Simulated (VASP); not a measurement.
Wanted: the native input for a VASP 6.6.1 run.

* Task: single point
* Functional: PBEsol
* Potentials or basis: VASP PAW PBE potentials, release 64 (Pd)
* Cutoff: 520 eV
* k mesh: 16 × 16 × 16
* Occupations: gaussian, width 0.1 eV
* Spin: no spin polarisation
* Dipole correction: no
* Further INCAR settings: ALGO = Normal; EDIFF = 1e-06; NBANDS = 11

The structure of Pd lies in POSCAR:

```
Pd
1.0
    0.0000000000      2.0071173510      1.9487703510
    2.0071173510      0.0000000000      1.9487703510
    2.0071173510      2.0071173510      0.0000000000
Pd
1
Direct
    0.0000000000      0.0000000000      0.0000000000
```

This cell differs from its parent crystal: strained.

One way to write it, as run:

INCAR

```
PREC = Accurate ; ENCUT = 520
EDIFF = 1E-6 ; ISMEAR = 0
SIGMA = 0.1 ; LREAL = F
LASPH = T ; NELM = 60
ALGO = Normal ; ISIF = 2
LWAVE = F ; LCHARG = T
GGA = PS ; LELF = T
LVHAR = T ; NBANDS = 11
```

KPOINTS

```
Automatic mesh
0
Gamma
  16 16 16
```

Potentials or basis: VASP PAW PBE potentials, release 64 (Pd).

The run is started by

```bash
$ cat potpaw_PBE.64/Pd/POTCAR > POTCAR
$ mpirun -np 1 vasp_std > vasp.out
```

It gave:

* Pressure: -12.7 GPa
* Band gap on the k mesh: zero (bands 5 and 6 overlap by 1.50 eV)

Caveat: the cell differs from its parent crystal (strained); the cell stands under tension; the PAW data sets were made with another functional, which shifts forces and pressure a little.

Run time: 66 s on 1 thread of Intel Xeon 8259CL, on a shared host, peak memory 0.19 GiB.
